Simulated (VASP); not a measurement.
# HfC (wurtzite type) (P6_3mc) in VASP: further runs

HfC (wurtzite type) is run at these levels: PBE; tasks: density of states, electric field gradients.

Everything below comes from runs of VASP 6.6.1. Logs are shortened: lines on timing, memory, paths and dates and some standing lists are left out, and cuts for length are marked.

## Step 1: The cell of the first run

Symmetry: P6_3mc, No. 186, hexagonal system. Conventional cell: a = 3.853 Å, b = 3.853 Å, c = 4.638 Å, α = 90.00°, β = 90.00°, γ = 120.00°. Within 2.9 Å of Hf (site symmetry 3m) lie 5 C at 2.22 to 2.33 Å. C (site symmetry 3m) has 5 Hf at 2.22 to 2.33 Å within 2.9 Å.

## Step 2: Density of states, PBE

POSCAR reads:

```
HfC
1.0
    3.8529833569      0.0000000000      0.0000000000
   -1.9264916784      3.3367814674      0.0000000000
    0.0000000000      0.0000000000      4.6375231178
Hf C
2 2
Direct
    0.3333333333      0.6666666667     -0.0604410183
    0.6666666667      0.3333333333      0.4395589817
    0.3333333333      0.6666666667      0.4364410183
    0.6666666667      0.3333333333      0.9364410183
```

INCAR.step1 reads:

```
ALGO = Normal ; EDIFF = 1E-6
ENCUT = 520 ; GGA = PE
ISIF = 2 ; ISMEAR = -1
LASPH = True ; LCHARG = True
LMAXMIX = 4 ; LREAL = False
LWAVE = False ; NBANDS = 22
NELM = 100 ; PREC = Accurate
SIGMA = 0.08
```

KPOINTS.step1 reads:

```
k-points
0
Gamma
  13 13 7
```

INCAR.step2 reads:

```
ALGO = Normal ; EDIFF = 1E-6
ENCUT = 520 ; GGA = PE
ICHARG = 11 ; ISIF = 2
ISMEAR = -5 ; LASPH = True
LCHARG = False ; LMAXMIX = 4
LORBIT = 10 ; LREAL = False
LWAVE = False ; NEDOS = 1001
NELM = 100 ; PREC = Accurate
SIGMA = 0.08
```

KPOINTS.step2 reads:

```
k-points
0
Gamma
  20 20 11
```

Potentials or basis: VASP PAW PBE potentials, release 64 (Hf_pv, C).

On the command line:

```console
$ cat potpaw_PBE.64/Hf_pv/POTCAR potpaw_PBE.64/C/POTCAR > POTCAR
$ cp INCAR.step1 INCAR
$ cp KPOINTS.step1 KPOINTS
$ mpirun -np 1 vasp_std > vasp.out
$ cp INCAR.step2 INCAR
$ cp KPOINTS.step2 KPOINTS
$ mpirun -np 1 vasp_std > vasp.out
```

OUTCAR:

```text
EDIFF = 1E-6
   ENCUT = 520
   GGA = PE
   ICHARG = 11
   ISIF = 2
   ISMEAR = -5
   LASPH = True
   LORBIT = 10
   LREAL = False
   NELM = 100
   PREC = Accurate

 ion  position               nearest neighbor table
   1  0.333  0.667  0.940-   4 2.22   4 2.22   4 2.22   3 2.30   3 2.33   2 3.21   2 3.21   2 3.21
                             2 3.21   2 3.21   2 3.21
   2  0.667  0.333  0.440-   3 2.22   3 2.22   3 2.22   4 2.30   4 2.33   1 3.21   1 3.21   1 3.21
                             1 3.21   1 3.21   1 3.21
   3  0.333  0.667  0.436-   2 2.22   2 2.22   2 2.22   1 2.30   1 2.33
   4  0.667  0.333  0.936-   1 2.22   1 2.22   1 2.22   2 2.30   2 2.33

  LATTYP: Found a hexagonal cell.
 ALAT       =     3.8529833569
 C/A-ratio  =     1.2036187775

  Lattice vectors:

 A1 = (   3.8529833569,   0.0000000000,   0.0000000000)
 A2 = (  -1.9264916784,   3.3367814674,   0.0000000000)
 A3 = (   0.0000000000,   0.0000000000,   4.6375231178)

Analysis of symmetry for initial positions (statically):
=====================================================================
 Subroutine PRICEL returns:
 Original cell was already a primitive cell.

 Routine SETGRP: Setting up the symmetry group for a
 hexagonal supercell.

 Subroutine GETGRP returns: Found 12 space group operations
 (whereof  6 operations were pure point group operations)
 out of a pool of 24 trial point group operations.

The static configuration has the point symmetry C_3v.
 The point group associated with its full space group is C_6v.

Analysis of symmetry for dynamics (positions and initial velocities):
=====================================================================
 Subroutine PRICEL returns:
 Original cell was already a primitive cell.

 Routine SETGRP: Setting up the symmetry group for a
 hexagonal supercell.

 Subroutine GETGRP returns: Found 12 space group operations
 (whereof  6 operations were pure point group operations)
 out of a pool of 24 trial point group operations.

The dynamic configuration has the point symmetry C_3v.
 The point group associated with its full space group is C_6v.

 Subroutine INISYM returns: Found 12 space group operations
 (whereof  6 operations are pure point group operations),
 and found     1 'primitive' translations

----------------------------------------------------------------------------------------

                                     Primitive cell

  volume of cell :      59.6226

  direct lattice vectors                    reciprocal lattice vectors
     3.852983357  0.000000000  0.000000000     0.259539143  0.149844994  0.000000000
    -1.926491678  3.336781467  0.000000000     0.000000000  0.299689989  0.000000000
     0.000000000  0.000000000  4.637523118     0.000000000  0.000000000  0.215632348

  length of vectors
     3.852983357  3.852983357  4.637523118     0.299689989  0.299689989  0.215632348

  position of ions in fractional coordinates (direct lattice)
     0.333333333  0.666666667  0.939558982
     0.666666667  0.333333333  0.439558982
     0.333333333  0.666666667  0.436441018
     0.666666667  0.333333333  0.936441018

  ion indices of the primitive-cell ions
   primitive index   ion index
                 1           1
                 2           2
                 3           3
                 4           4

----------------------------------------------------------------------------------------

 KPOINTS: k-points

Automatic generation of k-mesh.
 Grid dimensions read from file:
 generate k-points for:   20   20   11

 Generating k-lattice:

  Cartesian coordinates                     Fractional coordinates (reciprocal lattice)
     0.012976957  0.007492250  0.000000000     0.050000000  0.000000000  0.000000000
     0.000000000  0.014984499  0.000000000     0.000000000  0.050000000  0.000000000
     0.000000000  0.000000000  0.019602941     0.000000000  0.000000000  0.090909091

  Length of vectors
     0.014984499  0.014984499  0.019602941

  Shift w.r.t. Gamma in fractional coordinates (k-lattice)
     0.000000000  0.000000000  0.000000000

 TETIRR: Found   4310 inequivalent tetrahedra from    26400

 Subroutine IBZKPT returns following result:
 ===========================================

 Found    264 irreducible k-points:

 Following reciprocal coordinates:
            Coordinates               Weight
  0.000000  0.000000  0.000000      1.000000
  0.050000 -0.000000  0.000000      6.000000
  0.100000  0.000000  0.000000      6.000000
  0.150000  0.000000  0.000000      6.000000
  0.200000  0.000000  0.000000      6.000000
  0.250000 -0.000000  0.000000      6.000000
[... 16 lines left out ...]
  0.200000  0.100000  0.000000     12.000000
  0.250000  0.100000  0.000000     12.000000
 [... further k-points ...]
   k-points           NKPTS =    264   k-points in BZ     NKDIM =    264   number of bands    NBANDS=     18
   number of dos      NEDOS =   1001   number of ions     NIONS =      4
   total plane-waves  NPLWV =  32400
   dimension x,y,z NGX =    30 NGY =   30 NGZ =   36
   dimension x,y,z NGXF=    60 NGYF=   60 NGZF=   72
   ions per type =               2   2
   NGX,Y,Z   is equivalent  to a cutoff of  12.94, 12.94, 12.91 a.u.
   NGXF,Y,Z  is equivalent  to a cutoff of  25.89, 25.89, 25.81 a.u.
 SYSTEM =  unknown system
   PREC   = accura    normal or accurate (medium, high low for compatibility)
   ISTART =      0    job   : 0-new  1-cont  2-samecut
   ICHARG =     11    charge: 1-file 2-atom 10-const
   ISPIN  =      1    spin polarized calculation?
   LNONCOLLINEAR =      F non collinear calculations
   LSORBIT =      F    spin-orbit coupling
   LASPH  =      T    aspherical Exc in radial PAW
   ENCUT  =  520.0 eV  38.22 Ry    6.18 a.u.   7.16  7.16  8.62*2*pi/ulx,y,z
   NELM   =    100;   NELMIN=  2; NELMDL=  0     # of ELM steps
   EDIFF  = 0.1E-05   stopping-criterion for ELM
   LREAL  =      F    real-space projection
   EDIFFG = 0.1E-04   stopping-criterion for IOM
   NSW    =      0    number of steps for IOM
   IBRION =     -1    ionic relax: 0-MD 1-quasi-New 2-CG
   NFREE  =      0    steps in history (QN), initial steepest desc. (CG)
   ISIF   =      2    stress and relaxation
   ISYM   =      2    0-nonsym 1-usesym 2-fastsym
   POTIM  = 0.5000    time-step for ionic-motion
   TEBEG  =    0.0;   TEEND  =   0.0 temperature during run
   PSTRESS=    0.0 pullay stress
   NELECT =      28.0000    total number of electrons
   NUPDOWN=      -1.0000    fix difference up-down
   EMIN   =  10.00;   EMAX   =-10.00  energy-range for DOS
   EFERMI =   0.00;   METHOD = LEGACY
   ISMEAR =    -5;   SIGMA  =   0.08  broadening in eV -4-tet -1-fermi 0-gaus
   EFERMI_NEDOS =   21; number of points for ismear=-14 and -15
   IALGO  =     38    algorithm
   IMIX   =      4    mixing-type and parameters
     AMIX     =   0.40;   BMIX     =  1.00
     AMIX_MAG =   1.60;   BMIX_MAG =  1.00
  volume/ion in A,a.u.               =      14.91       100.59
  Fermi-wavevector in a.u.,A,eV,Ry     =   1.272498  2.404673 22.031257  1.619252
  Thomas-Fermi vector in A             =   2.405373
   LORBIT       =     10    0 simple, 1 ext, 2 COOP (PROOUT), +10 PAW based schemes
   GGA     = PE    functional components
   LHFCALC =     F    Hartree Fock is set to
   AEXX    =    0.0000 exact exchange contribution
   IVDW    =     0    specifies the selected vdW correction
   LEPSILON=     F    determine dielectric tensor
   LRPA    =     F    only Hartree local field effects (RPA)
 non-spin polarized calculation
 Fermi weights with tetrahedron method with Bloechl corrections
  energy-cutoff  :      520.00
  volume of cell :       59.62
 maximum number of plane-waves:      1628
 NGX is ok and might be reduce to    30

 number of electron      28.0000001 magnetization

 Free energy of the ion-electron system (eV)
  ---------------------------------------------------
  ext. energy  EPLUGINS =         0.00000000
  ---------------------------------------------------
  free energy    TOTEN  =       -41.02249410 eV

  energy without entropy =      -41.02249410  energy(sigma->0) =      -41.02249410

 E-fermi :   4.5162     XC(G=0): -11.1777

 val. band max:        4.4980581771   @ k =   0.1500   0.0000   0.0000
 cond. band min:       4.4404812872   @ k =   0.4000   0.1500   0.0000
 fundamental gap:     -0.0575768899
 Fermi energy:         4.5162251066

 k-point     1 :       0.0000    0.0000    0.0000
  band No.  band energies     occupation
      1     -25.6826      2.00000
      2     -25.5405      2.00000
      3     -25.5404      2.00000
      4     -25.3391      2.00000
      5     -25.3391      2.00000
      6     -25.1071      2.00000
[... 10 lines left out ...]
     17       6.8565      0.00000
     18       9.3005      0.00000

 k-point     2 :       0.0500   -0.0000    0.0000
  band No.  band energies     occupation
      1     -25.6793      2.00000
      2     -25.5428      2.00000
      3     -25.5423      2.00000
      4     -25.3430      2.00000
      5     -25.3388      2.00000
      6     -25.1101      2.00000
[... 10 lines left out ...]
     17       6.9723      0.00000
     18       9.3384      0.00000

 k-point     3 :       0.1000    0.0000    0.0000
  band No.  band energies     occupation
      1     -25.6695      2.00000
      2     -25.5497      2.00000
      3     -25.5476      2.00000
      4     -25.3542      2.00000
      5     -25.3378      2.00000
      6     -25.1190      2.00000
[... 412 lines left out ...]
 k-point    23 :       0.2000    0.1000    0.0000
  band No.  band energies     occupation
      1     -25.5973      2.00000
      2     -25.5928      2.00000
      3     -25.5803      2.00000
      4     -25.4214      2.00000
      5     -25.3362      2.00000
      6     -25.1851      2.00000
[... 10 lines left out ...]
     17       8.3245      0.00000
     18       9.2054      0.00000

 k-point    24 :       0.2500    0.1000    0.0000
  band No.  band energies     occupation
      1     -25.6095      2.00000
      2     -25.5875      2.00000
      3     -25.5678      2.00000
      4     -25.4434      2.00000
      5     -25.3361      2.00000
      6     -25.2123      2.00000
[... 10 lines left out ...]
     17       7.7593      0.00000
     18       9.4558      0.00000

 [... further k-points ...]
[... 5 lines left out ...]
  --------------------------------------------------------------------------------------
  -------------------------------------------------------------------------------------
  Total       -0.1459365     -0.1459365     -0.2352121     -0.0000000      0.0000000      0.0000000
  in kB       -3.9216013     -3.9216013     -6.3206140     -0.0000000      0.0000000      0.0000000
  external PRESSURE =      -4.7212722 kB  Pullay stress =       0.0000000 kB

 VOLUME and BASIS-vectors are now :
 -----------------------------------------------------------------------------
  energy-cutoff  :      520.00
  volume of cell :       59.62
      direct lattice vectors                 reciprocal lattice vectors
     3.852983357  0.000000000  0.000000000     0.259539143  0.149844994  0.000000000
    -1.926491678  3.336781467  0.000000000     0.000000000  0.299689989  0.000000000
     0.000000000  0.000000000  4.637523118     0.000000000  0.000000000  0.215632348

 POSITION                                       TOTAL-FORCE (eV/Angst)
 -----------------------------------------------------------------------------------
     -0.00000      2.22452      4.35723        -0.000000     -0.000000     -0.000443
      1.92649      1.11226      2.03846         0.000000     -0.000000     -0.000443
     -0.00000      2.22452      2.02401        -0.000000      0.000000      0.000443
      1.92649      1.11226      4.34277         0.000000      0.000000      0.000443
 -----------------------------------------------------------------------------------
    total drift:                               -0.000000      0.000000      0.000292

  FREE ENERGIE OF THE ION-ELECTRON SYSTEM (eV)
  ---------------------------------------------------
  free  energy   TOTEN  =       -41.0224941006 eV

  energy  without entropy=      -41.0224941006  energy(sigma->0) =      -41.02249410

 total charge

# of ion       s       p       d       tot
------------------------------------------
    1        0.333   6.588   1.646   8.567
    2        0.333   6.588   1.646   8.567
    3        0.879   1.533   0.000   2.412
    4        0.879   1.533   0.000   2.412
--------------------------------------------------
tot          2.424  16.243   3.291  21.958
```

Run time: 3.5 min. Hardware: 1 thread of Intel Xeon Platinum 8259CL at 2.50GHz (Skylake/Cascade Lake), shared host; peak memory 0.37 GiB.

What came out:

| Property | Result |
| --- | --- |
| Valence electrons inside the program's atomic spheres | Hf 8.57; C 2.41 |

Levels at points of the mesh, in eV from the Fermi level:
```tsv
k point	band 10	band 11	band 12	band 13	band 14	band 15	band 16	band 17	band 18
(0.00, 0.00, 0.00)	-2.78	-2.63	-2.63	-1.98	1.18	1.25	1.25	2.34	4.78
(0.50, 0.00, 0.00)	-2.09	-1.99	-1.70	-1.39	-0.32	0.20	1.71	3.04	3.85
```

Caveat: spin-orbit coupling is left out, which moves the levels of the heavy elements; tetrahedron occupations give inexact forces and stress in metals.

(Continued in part 2 of 2.)
